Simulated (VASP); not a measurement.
# BN (P3m1) in VASP: single point with LDA

Aim: the single point of BN with LDA.

Program: VASP 6.6.1. These are calculated values, not measurements. Logs are shortened: lines on timing, memory, paths and dates and some standing lists are left out, and cuts for length are marked.

## Step 1: The cell of the first run

The structure is trigonal, space group P3m1 (No. 156). The conventional cell has a = 2.564 Å, b = 2.564 Å, c = 15.561 Å, α = 90.00°, β = 90.00°, γ = 120.00°. B (site symmetry 3m) has 3 N at 1.57 Å within 2.1 Å. Within 2.1 Å of B (site symmetry 3m) lie 4 N at 1.57 Å. Within 2.1 Å of B (site symmetry 3m) lie 4 N at 1.57 Å. Within 2.1 Å of B (site symmetry 3m) lie 4 N at 1.57 Å. Within 2.1 Å of B (site symmetry 3m) lie 4 N at 1.57 Å. Within 2.1 Å of B (site symmetry 3m) lie 4 N at 1.57 Å. N (site symmetry 3m) has 4 B at 1.57 Å within 2.1 Å. N (site symmetry 3m) has 4 B at 1.57 Å within 2.1 Å.

## Step 2: Single point, LDA

The input, INCAR:

```
PREC     = Accurate       # precision mode
ENCUT    = 520            # plane-wave cutoff, eV
EDIFF    = 1E-6           # SCF threshold, eV
ISMEAR   = 0              # smearing method
SIGMA    = 0.05           # smearing width, eV
LREAL    = False          # projectors in reciprocal space
LASPH    = True           # aspherical terms in the spheres
NELM     = 100            # most SCF steps
ALGO     = Normal         # electronic algorithm
ISIF     = 2              # what is computed and relaxed
LWAVE    = False          # write WAVECAR
LCHARG   = False          # write CHGCAR
NBANDS   = 36             # bands
```

The input, KPOINTS:

```
Automatic mesh
0
Gamma
  10 10 2
```

The input, POSCAR:

```
BN
1.0
    1.8130010000     -1.8130010000      0.0000000000
    1.8130010000      0.0000000000     -1.8130010000
    8.9840548076      8.9840548076      8.9840548076
B N
6 6
Direct
    0.6666666667      0.6666666667      0.0504236145
    0.0000000000      0.0000000000      0.7230972342
    0.3333333333      0.3333333333      0.1849583385
    0.6666666667      0.6666666667      0.4540277863
    0.0000000000      0.0000000000      0.3194930624
    0.3333333333      0.3333333333      0.5885625103
    0.6666666667      0.6666666667      0.3531267434
    1.0000000000      1.0000000000      0.2185920194
    0.3333333333      0.3333333333      0.4876614673
    0.6666666667      0.6666666667      0.7567309152
    0.0000000000      0.0000000000      0.6221961912
    0.3333333333      0.3333333333      0.0840572955
```

Potentials or basis: VASP PAW LDA potentials, release 64 (B, N).

Started as:

```
> cat potpaw_LDA.64/B/POTCAR potpaw_LDA.64/N/POTCAR > POTCAR
> mpirun -np 1 vasp_std > vasp.out
```

OUTCAR:

```text
PREC = Accurate
   ENCUT = 520
   EDIFF = 1E-6
   ISMEAR = 0
   LREAL = False
   LASPH = True
   NELM = 100
   ISIF = 2

 ion  position               nearest neighbor table
   1  0.667  0.667  0.050-  12 1.57  12 1.57  12 1.57
   2  0.000  0.000  0.723-  10 1.57  10 1.57  10 1.57  11 1.57
   3  0.333  0.333  0.185-   8 1.57   8 1.57   8 1.57  12 1.57
   4  0.667  0.667  0.454-   7 1.57   9 1.57   9 1.57   9 1.57
   5  0.000  0.000  0.319-   7 1.57   7 1.57   7 1.57   8 1.57
   6  0.333  0.333  0.589-  11 1.57  11 1.57  11 1.57   9 1.57
   7  0.667  0.667  0.353-   4 1.57   5 1.57   5 1.57   5 1.57
   8  0.000  0.000  0.219-   3 1.57   3 1.57   3 1.57   5 1.57
   9  0.333  0.333  0.488-   4 1.57   4 1.57   4 1.57   6 1.57
  10  0.667  0.667  0.757-   2 1.57   2 1.57   2 1.57
  11  0.000  0.000  0.622-   6 1.57   6 1.57   6 1.57   2 1.57
  12  0.333  0.333  0.084-   1 1.57   1 1.57   1 1.57   3 1.57

  LATTYP: Found a hexagonal cell.
 ALAT       =     2.5639706028
 C/A-ratio  =     6.0690397026

  Lattice vectors:

 A1 = (  -1.8130010000,   0.0000000000,   1.8130010000)
 A2 = (   1.8130010000,  -1.8130010000,   0.0000000000)
 A3 = (   8.9840548076,   8.9840548076,   8.9840548076)

Analysis of symmetry for initial positions (statically):
=====================================================================
 Subroutine PRICEL returns:
 Original cell was already a primitive cell.

 Routine SETGRP: Setting up the symmetry group for a
 hexagonal supercell.

 Subroutine GETGRP returns: Found  6 space group operations
 (whereof  6 operations were pure point group operations)
 out of a pool of 24 trial point group operations.

The static configuration has the point symmetry C_3v.

Analysis of symmetry for dynamics (positions and initial velocities):
=====================================================================
 Subroutine PRICEL returns:
 Original cell was already a primitive cell.

 Routine SETGRP: Setting up the symmetry group for a
 hexagonal supercell.

 Subroutine GETGRP returns: Found  6 space group operations
 (whereof  6 operations were pure point group operations)
 out of a pool of 24 trial point group operations.

The dynamic configuration has the point symmetry C_3v.

 Subroutine INISYM returns: Found  6 space group operations
 (whereof  6 operations are pure point group operations),
 and found     1 'primitive' translations

----------------------------------------------------------------------------------------

                                     Primitive cell

  volume of cell :      88.5910

  direct lattice vectors                    reciprocal lattice vectors
     1.813001000 -1.813001000  0.000000000     0.183857225 -0.367714451  0.183857225
     1.813001000  0.000000000 -1.813001000     0.183857225  0.183857225 -0.367714451
     8.984054808  8.984054808  8.984054808     0.037102772  0.037102772  0.037102772

  length of vectors
     2.563970603  2.563970603 15.560839385     0.450356388  0.450356388  0.064263885

  position of ions in fractional coordinates (direct lattice)
     0.666666667  0.666666667  0.050423614
     0.000000000  0.000000000  0.723097234
     0.333333333  0.333333333  0.184958339
     0.666666667  0.666666667  0.454027786
     0.000000000  0.000000000  0.319493062
     0.333333333  0.333333333  0.588562510
     0.666666667  0.666666667  0.353126743
     0.000000000  0.000000000  0.218592019
     0.333333333  0.333333333  0.487661467
     0.666666667  0.666666667  0.756730915
     0.000000000  0.000000000  0.622196191
     0.333333333  0.333333333  0.084057296

  ion indices of the primitive-cell ions
   primitive index   ion index
                 1           1
                 2           2
                 3           3
                 4           4
                 5           5
                 6           6
                 7           7
                 8           8
                 9           9
                10          10
                11          11
                12          12

----------------------------------------------------------------------------------------

 KPOINTS: Automatic mesh

Automatic generation of k-mesh.
 Grid dimensions read from file:
 generate k-points for:   10   10    2

 Generating k-lattice:

  Cartesian coordinates                     Fractional coordinates (reciprocal lattice)
     0.018385723 -0.036771445  0.018385723     0.100000000  0.000000000  0.000000000
     0.018385723  0.018385723 -0.036771445     0.000000000  0.100000000  0.000000000
     0.018551386  0.018551386  0.018551386     0.000000000  0.000000000  0.500000000

  Length of vectors
     0.045035639  0.045035639  0.032131943

  Shift w.r.t. Gamma in fractional coordinates (k-lattice)
     0.000000000  0.000000000  0.000000000

 Subroutine IBZKPT returns following result:
 ===========================================

 Found     28 irreducible k-points:

 Following reciprocal coordinates:
            Coordinates               Weight
  0.000000  0.000000  0.000000      1.000000
  0.100000  0.000000  0.000000      6.000000
  0.200000  0.000000  0.000000      6.000000
  0.300000  0.000000  0.000000      6.000000
  0.400000  0.000000  0.000000      6.000000
  0.500000  0.000000  0.000000      3.000000
[... 16 lines left out ...]
  0.400000  0.100000  0.500000     12.000000
  0.500000  0.100000  0.500000     12.000000
 [... further k-points ...]
   k-points           NKPTS =     28   k-points in BZ     NKDIM =     28   number of bands    NBANDS=     36
   number of dos      NEDOS =    301   number of ions     NIONS =     12
   total plane-waves  NPLWV =  48000
   dimension x,y,z NGX =    20 NGY =   20 NGZ =  120
   dimension x,y,z NGXF=    40 NGYF=   40 NGZF=  240
   ions per type =               6   6
   NGX,Y,Z   is equivalent  to a cutoff of  12.97, 12.97, 12.82 a.u.
   NGXF,Y,Z  is equivalent  to a cutoff of  25.94, 25.94, 25.64 a.u.
 SYSTEM =  unknown system
   PREC   = accura    normal or accurate (medium, high low for compatibility)
   ISTART =      0    job   : 0-new  1-cont  2-samecut
   ICHARG =      2    charge: 1-file 2-atom 10-const
   ISPIN  =      1    spin polarized calculation?
   LNONCOLLINEAR =      F non collinear calculations
   LSORBIT =      F    spin-orbit coupling
   LASPH  =      T    aspherical Exc in radial PAW
   ENCUT  =  520.0 eV  38.22 Ry    6.18 a.u.   4.77  4.77 28.93*2*pi/ulx,y,z
   NELM   =    100;   NELMIN=  2; NELMDL= -5     # of ELM steps
   EDIFF  = 0.1E-05   stopping-criterion for ELM
   LREAL  =      F    real-space projection
   EDIFFG = 0.1E-04   stopping-criterion for IOM
   NSW    =      0    number of steps for IOM
   IBRION =     -1    ionic relax: 0-MD 1-quasi-New 2-CG
   NFREE  =      0    steps in history (QN), initial steepest desc. (CG)
   ISIF   =      2    stress and relaxation
   ISYM   =      2    0-nonsym 1-usesym 2-fastsym
   POTIM  = 0.5000    time-step for ionic-motion
   TEBEG  =    0.0;   TEEND  =   0.0 temperature during run
   PSTRESS=    0.0 pullay stress
   NELECT =      48.0000    total number of electrons
   NUPDOWN=      -1.0000    fix difference up-down
   EMIN   =  10.00;   EMAX   =-10.00  energy-range for DOS
   EFERMI =   0.00;   METHOD = LEGACY
   ISMEAR =     0;   SIGMA  =   0.05  broadening in eV -4-tet -1-fermi 0-gaus
   EFERMI_NEDOS =   21; number of points for ismear=-14 and -15
   IALGO  =     38    algorithm
   IMIX   =      4    mixing-type and parameters
     AMIX     =   0.40;   BMIX     =  1.00
     AMIX_MAG =   1.60;   BMIX_MAG =  1.00
  volume/ion in A,a.u.               =       7.38        49.82
  Fermi-wavevector in a.u.,A,eV,Ry     =   1.334623  2.522072 24.234956  1.781219
  Thomas-Fermi vector in A             =   2.463390
   LORBIT       =      0    0 simple, 1 ext, 2 COOP (PROOUT), +10 PAW based schemes
   GGA     = CA    functional components
   LHFCALC =     F    Hartree Fock is set to
   AEXX    =    0.0000 exact exchange contribution
   IVDW    =     0    specifies the selected vdW correction
   LEPSILON=     F    determine dielectric tensor
   LRPA    =     F    only Hartree local field effects (RPA)
 non-spin polarized calculation
 Gauss-broadening in eV      SIGMA  =   0.05
  energy-cutoff  :      520.00
  volume of cell :       88.59
 maximum number of plane-waves:      2421
   NGX =  9   NGY =  9   NGZ = 57

 number of electron      48.0000001 magnetization

 Free energy of the ion-electron system (eV)
  ---------------------------------------------------
  ext. energy  EPLUGINS =         0.00000000
  ---------------------------------------------------
  free energy    TOTEN  =      -111.17113958 eV

  energy without entropy =     -111.16096154  energy(sigma->0) =     -111.16605056

 E-fermi :   5.9569     XC(G=0): -11.5043

 val. band max:        5.9411961261   @ k =   0.0000   0.0000   0.5000
 cond. band min:       5.9640345502   @ k =   0.2000   0.0000   0.0000
 fundamental gap:      0.0228384241
 Fermi energy:         5.9569081860

 k-point     1 :       0.0000    0.0000    0.0000
  band No.  band energies     occupation
      1     -16.3079      2.00000
      2     -15.3133      2.00000
      3     -14.3952      2.00000
      4     -13.4097      2.00000
      5     -12.2576      2.00000
      6      -9.9212      2.00000
[... 28 lines left out ...]
     35      13.6933      0.00000
     36      13.9261      0.00000

 k-point     2 :       0.1000    0.0000    0.0000
  band No.  band energies     occupation
      1     -16.0956      2.00000
      2     -15.1047      2.00000
      3     -14.1927      2.00000
      4     -13.2169      2.00000
      5     -12.0750      2.00000
      6      -9.7431      2.00000
[... 28 lines left out ...]
     35      14.1587      0.00000
     36      14.2688      0.00000

 k-point     3 :       0.2000    0.0000    0.0000
  band No.  band energies     occupation
      1     -15.4700      2.00000
      2     -14.4922      2.00000
      3     -13.6015      2.00000
      4     -12.6595      2.00000
      5     -11.5522      2.00000
      6      -9.2313      2.00000
[... 28 lines left out ...]
     35      15.0992      0.00000
     36      15.4784      0.00000
[... 742 lines left out ...]
 k-point    23 :       0.4000    0.1000    0.5000
  band No.  band energies     occupation
      1     -13.7340      2.00000
      2     -12.8295      2.00000
      3     -12.0544      2.00000
      4     -11.2748      2.00000
      5     -10.3088      2.00000
      6      -7.9896      2.00000
[... 28 lines left out ...]
     35      15.4767      0.00000
     36      15.7445      0.00000

 k-point    24 :       0.5000    0.1000    0.5000
  band No.  band energies     occupation
      1     -12.5549      2.00000
      2     -11.8609      2.00000
      3     -11.2991      2.00000
      4     -10.6726      2.00000
      5      -9.8325      2.00000
      6      -7.4769      2.00000
[... 28 lines left out ...]
     35      15.6394      0.00000
     36      15.9004      0.00000

 [... further k-points ...]

------------------------ aborting loop because EDIFF is reached ----------------------------------------

  FORCE on cell =-STRESS in cart. coord.  units (eV):
  Direction    XX          YY          ZZ          XY          YZ          ZX
  --------------------------------------------------------------------------------------
  -------------------------------------------------------------------------------------
  Total       -7.4185056     -7.4185056     -7.4185056      0.8723089      0.8723089      0.8723089
  in kB     -134.1643953   -134.1643953   -134.1643953     15.7757921     15.7757921     15.7757921
  external PRESSURE =    -134.1643953 kB  Pullay stress =       0.0000000 kB

 VOLUME and BASIS-vectors are now :
 -----------------------------------------------------------------------------
  energy-cutoff  :      520.00
  volume of cell :       88.59
      direct lattice vectors                 reciprocal lattice vectors
     1.813001000 -1.813001000  0.000000000     0.183857225 -0.367714451  0.183857225
     1.813001000  0.000000000 -1.813001000     0.183857225  0.183857225 -0.367714451
     8.984054808  8.984054808  8.984054808     0.037102772  0.037102772  0.037102772

 POSITION                                       TOTAL-FORCE (eV/Angst)
 -----------------------------------------------------------------------------------
      2.87034     -0.75566     -0.75566         0.884787      0.884787      0.884787
      6.49635      6.49635      6.49635         1.914588      1.914588      1.914588
      2.87034      1.05734      1.05734         0.462197      0.462197      0.462197
      6.49635      2.87034      2.87034         0.318801      0.318801      0.318801
      2.87034      2.87034      2.87034         0.311076      0.311076      0.311076
      6.49635      4.68334      4.68334         0.447301      0.447301      0.447301
      5.58984      1.96384      1.96384        -0.305083     -0.305083     -0.305083
      1.96384      1.96384      1.96384        -0.314591     -0.314591     -0.314591
      5.58984      3.77684      3.77684        -0.343991     -0.343991     -0.343991
      9.21585      5.58984      5.58984        -1.606333     -1.606333     -1.606333
      5.58984      5.58984      5.58984        -0.729163     -0.729163     -0.729163
      1.96384      0.15084      0.15084        -1.039589     -1.039589     -1.039589
 -----------------------------------------------------------------------------------
    total drift:                               -0.001201     -0.001201     -0.001201

  FREE ENERGIE OF THE ION-ELECTRON SYSTEM (eV)
  ---------------------------------------------------
  free  energy   TOTEN  =      -111.1711395841 eV

  energy  without entropy=     -111.1609615417  energy(sigma->0) =     -111.16605056
```

Run time: 3.9 min. Hardware: 1 thread of Intel Xeon Platinum 8375C at 2.90GHz (Ice Lake), shared host; peak memory 0.2 GiB.

Results:

```yaml
Free_energy: -111.1711 eV
Pressure: -13.4 GPa
Largest_force: 3.316 eV/Å
Band_gap_on_the_k_mesh: zero (band 24 reaches 6.26 eV, above the bottom of band 25 at 5.94 eV)
```

Forces on the atoms (eV/Å):
```
B    0.885  0.885  0.885
B    1.915  1.915  1.915
B    0.462  0.462  0.462
B    0.319  0.319  0.319
B    0.311  0.311  0.311
B    0.447  0.447  0.447
N   -0.305 -0.305 -0.305
N   -0.315 -0.315 -0.315
N   -0.344 -0.344 -0.344
N   -1.606 -1.606 -1.606
N   -0.729 -0.729 -0.729
N   -1.040 -1.040 -1.040
```

Stress tensor (GPa, compression positive):
```
-13.42   1.58   1.58
  1.58 -13.42   1.58
  1.58   1.58 -13.42
```

Levels at points of the mesh, in eV from the Fermi level:
```tsv
k point	band 21	band 22	band 23	band 24	band 25	band 26	band 27	band 28
(0.00, 0.00, 0.00)	-1.66	-0.47	-0.21	0.31	0.31	6.36	6.36	6.37
(0.50, 0.00, 0.00)	-4.09	-3.95	-2.09	-0.09	-0.02	2.88	4.18	5.31
(0.00, 0.00, 0.50)	-1.66	-0.69	-0.02	0.31	0.31	6.35	6.36	6.36
(0.50, 0.00, 0.50)	-4.09	-3.95	-2.09	-0.12	0.01	2.87	4.17	5.32
```

Caveat: forces of over 1 eV/Å act on the atoms, so gaps and moduli don't describe the material at rest.
